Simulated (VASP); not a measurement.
A run of VASP 6.6.1 is set up as follows.

The input INCAR:

```
SYSTEM = Al6N
ALGO = Normal
DIPOL = 0.5 0.5 0.297
EDIFF = 1E-7
ENCUT = 520
GGA = PE
IDIPOL = 3
ISIF = 2
ISMEAR = 0
LASPH = .TRUE.
LCHARG = .TRUE.
LDIPOL = .TRUE.
LELF = .TRUE.
LREAL = .FALSE.
LVACPOTAV = .TRUE.
LVHAR = .TRUE.
LWAVE = .FALSE.
NBANDS = 36
NELM = 100
PREC = Accurate
SIGMA = 0.1
```

Contents of KPOINTS:

```
k-points
0
G
  5 5 1
  0 0 0
```

The input POSCAR:

```
Al6N
1.0
    5.7143028096      0.0000000000      0.0000000000
    0.0000000000      5.7143028096      0.0000000000
    0.0000000000      0.0000000000     22.1750227687
Al N
12 2
Direct
    0.2500000000      0.2500000000      0.1803831293
    0.2500000000      0.7500000000      0.1803831293
    0.7500000000      0.2500000000      0.1803831293
    0.7500000000      0.7500000000      0.1803831293
    0.0000000000      0.0000000000      0.2744094920
    0.0000000000      0.5000000000      0.2744094920
    0.5000000000      0.0000000000      0.2744094920
    0.5000000000      0.5000000000      0.2744094920
    0.2500000000      0.2500000000      0.3686590473
    0.2500000000      0.7500000000      0.3686590473
    0.7500000000      0.2500000000      0.3686590473
    0.7500000000      0.7500000000      0.3686590473
    0.4037502879      0.5000000000      0.4335969739
    0.5962497121      0.5000000000      0.4335969739
```

Potentials or basis: VASP PAW PBE potentials, release 64 (Al, N).

The run is started by

```console
$ cat potpaw_PBE.64/Al/POTCAR potpaw_PBE.64/N/POTCAR > POTCAR
$ mpirun -np 1 vasp_std > vasp.out
```

Task: Predict the band gap on the k mesh.

Result: Zero (bands 23 and 24 overlap by 0.70 eV).

Task: Predict the largest force.

Result: 13.589 eV/Å.

Forces on the atoms (eV/Å):
```
Al   -0.052  -0.056  -0.019
Al   -0.052   0.056  -0.019
Al    0.052  -0.056  -0.019
Al    0.052   0.056  -0.019
Al    0.000   0.000   0.000
Al    0.000   0.000   0.021
Al    0.000   0.000   0.015
Al    0.000   0.000   0.257
Al   -0.631  -0.631  -0.226
Al   -0.631   0.631  -0.226
Al    0.631  -0.631  -0.226
Al    0.631   0.631  -0.226
N   -13.585   0.000   0.342
N    13.585   0.000   0.342
```

Caveat: the standard files for N, O and F lose accuracy on very short bonds.
